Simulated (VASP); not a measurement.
# SiO2 (P4_2/mnm) in VASP: notebook, part 3 of 3

VASP 6.6.1.

**5. Single point, LDA**

This run uses another cell than the first one, of 8.78 Å³/atom, 1.012 times its volume.

INCAR reads:

```
SYSTEM = SiO2
PREC = Accurate ; ENCUT = 520
EDIFF = 1E-6 ; ISMEAR = 0
SIGMA = 0.05 ; LREAL = .FALSE.
LASPH = .TRUE. ; NELM = 80
ALGO = Normal ; ISIF = 2
LWAVE = .FALSE. ; LCHARG = .TRUE.
LELF = .TRUE. ; LVHAR = .TRUE.
NBANDS = 25
```

KPOINTS reads:

```
Automatic mesh
0
G
  6 6 8
  0 0 0
```

POSCAR reads:

```
SiO2
1.0
    4.2050000000      0.0000000000      0.0000000000
    0.0000000000      4.2050000000      0.0000000000
    0.0000000000      0.0000000000      2.9807000000
Si O
2 4
Direct
    0.5000000000      0.5000000000      0.5000000000
    0.0000000000      0.0000000000      0.0000000000
    0.6944252994      0.6944252994      0.0000000000
    0.1944252994      0.8055747006      0.5000000000
    0.3055747006      0.3055747006      0.0000000000
    0.8055747006      0.1944252994      0.5000000000
```

Potentials or basis: VASP PAW LDA potentials, release 64 (Si, O).

Started as:

```bash
> cat potpaw_LDA.64/Si/POTCAR potpaw_LDA.64/O/POTCAR > POTCAR
> mpirun -np 1 vasp_std > vasp.out
```

OUTCAR:

```text
SYSTEM = SiO2
   PREC = Accurate
   ENCUT = 520
   EDIFF = 1E-6
   ISMEAR = 0
   LREAL = .FALSE.
   LASPH = .TRUE.
   NELM = 80
   ISIF = 2

 ion  position               nearest neighbor table
   1  0.500  0.500  0.500-   4 1.82   6 1.82   5 1.89   3 1.89   3 1.89   5 1.89
   2  0.000  0.000  0.000-   3 1.82   5 1.82   4 1.89   6 1.89   4 1.89   6 1.89
   3  0.694  0.694  0.000-   2 1.82   1 1.89   1 1.89
   4  0.194  0.806  0.500-   1 1.82   2 1.89   2 1.89
   5  0.306  0.306  0.000-   2 1.82   1 1.89   1 1.89
   6  0.806  0.194  0.500-   1 1.82   2 1.89   2 1.89

  LATTYP: Found a simple tetragonal cell.
 ALAT       =     4.2050000000
 C/A-ratio  =     0.7088466112

  Lattice vectors:

 A1 = (   4.2050000000,   0.0000000000,   0.0000000000)
 A2 = (   0.0000000000,   4.2050000000,   0.0000000000)
 A3 = (   0.0000000000,   0.0000000000,   2.9807000000)

Analysis of symmetry for initial positions (statically):
=====================================================================
 Subroutine PRICEL returns:
 Original cell was already a primitive cell.
[... 177 lines left out ...]
  free energy    TOTEN  =       -50.69602402 eV

  energy without entropy =      -50.69602402  energy(sigma->0) =      -50.69602402

 E-fermi :   6.8051     XC(G=0): -12.1473

 val. band max:        6.4942856021   @ k =   0.0000   0.0000   0.0000
 cond. band min:       9.6379123142   @ k =   0.0000   0.0000   0.0000
 fundamental gap:      3.1436267122
 Fermi energy:         6.8050728246

 k-point     1 :       0.0000    0.0000    0.0000
  band No.  band energies     occupation
      1     -14.5173      2.00000
      2     -11.2202      2.00000
      3     -11.2202      2.00000
      4     -10.8623      2.00000
      5      -3.6680      2.00000
      6       0.6727      2.00000
[... 661 lines left out ...]
     24      17.9436      0.00000
     25      19.3363      0.00000

 [... further k-points ...]
[... 5 lines left out ...]
  --------------------------------------------------------------------------------------
  -------------------------------------------------------------------------------------
  Total       -7.6153293     -7.6153293    -19.6948639      0.0000000      0.0000000      0.0000000
  in kB     -231.4989374   -231.4989374   -598.7055689      0.0000000      0.0000000      0.0000000
  external PRESSURE =    -353.9011479 kB  Pullay stress =       0.0000000 kB

 VOLUME and BASIS-vectors are now :
 -----------------------------------------------------------------------------
  energy-cutoff  :      520.00
  volume of cell :       52.70
      direct lattice vectors                 reciprocal lattice vectors
     4.205000000  0.000000000  0.000000000     0.237812128  0.000000000  0.000000000
     0.000000000  4.205000000  0.000000000     0.000000000  0.237812128  0.000000000
     0.000000000  0.000000000  2.980700000     0.000000000  0.000000000  0.335491663

 POSITION                                       TOTAL-FORCE (eV/Angst)
 -----------------------------------------------------------------------------------
      2.10250      2.10250      1.49035         0.000000     -0.000000     -0.000000
      0.00000      0.00000      0.00000         0.000000     -0.000000     -0.000000
      2.92006      2.92006      0.00000         0.153996      0.153996     -0.000000
      0.81756      3.38744      1.49035         0.153996     -0.153996      0.000000
      1.28494      1.28494      0.00000        -0.153996     -0.153996      0.000000
      3.38744      0.81756      1.49035        -0.153996      0.153996     -0.000000
 -----------------------------------------------------------------------------------
    total drift:                                0.000000      0.000000     -0.000000

  FREE ENERGIE OF THE ION-ELECTRON SYSTEM (eV)
  ---------------------------------------------------
  free  energy   TOTEN  =       -50.6960240235 eV

  energy  without entropy=      -50.6960240235  energy(sigma->0) =      -50.69602402
```

Run time: 88 s. Hardware: 1 thread of AMD EPYC 7R13, shared host; peak memory 0.14 GiB.

What came out:

* Free energy: -50.6960 eV
* Pressure: -35.4 GPa
* Largest force: 0.218 eV/Å
* Band gap on the k mesh: 3.14 eV, direct

Forces in eV/Å, atoms in the order of the input:
```
Si   0.000  0.000  0.000
Si   0.000  0.000  0.000
O    0.154  0.154  0.000
O    0.154 -0.154  0.000
O   -0.154 -0.154  0.000
O   -0.154  0.154  0.000
```

Levels at points of the mesh, in eV from the valence-band top:
```
           k point  band 14  band 15  band 16  band 17  band 18  band 19
(0.00, 0.00, 0.00)    -0.68    -0.68     0.00     3.14     4.71     6.15
(0.50, 0.00, 0.00)    -2.61    -0.83    -0.83     5.45     5.45     6.88
(0.50, 0.50, 0.00)    -2.71    -1.55    -1.55     5.16     5.16     7.89
(0.00, 0.00, 0.50)    -2.79    -2.14    -2.14     7.41     7.41    11.05
(0.50, 0.00, 0.50)    -1.76    -1.36    -1.36     7.38     7.38     9.23
(0.50, 0.50, 0.50)    -1.24    -1.16    -1.16     5.78     5.78    10.31
```

**6. The runs side by side**

| cell | gap on the mesh (eV) | pressure (GPa) | largest force (eV/Å) |
| --- | --- | --- | --- |
| a = 4.180, b = 4.180, c = 2.981 Å, 6 atoms | 3.31 | -33.2 | 0.29 |
| a = 4.280, b = 4.280, c = 2.853 Å, 6 atoms | 3.48 | -33.4 | 0.31 |
| a = 4.230, b = 4.230, c = 2.917 Å, 6 atoms | 3.38 | -33.6 | - |
| a = 4.205, b = 4.205, c = 2.981 Å, 6 atoms | 3.14 | -35.4 | 0.22 |

Alike in all rows: task single point; level LDA; potentials or basis VASP PAW LDA potentials, release 64 (Si, O); no spin polarisation; k mesh 6 × 6 × 8; cutoff (eV) 520; smearing gaussian 0.05 eV.

Absolute energies hang on the potentials; compare differences alone.
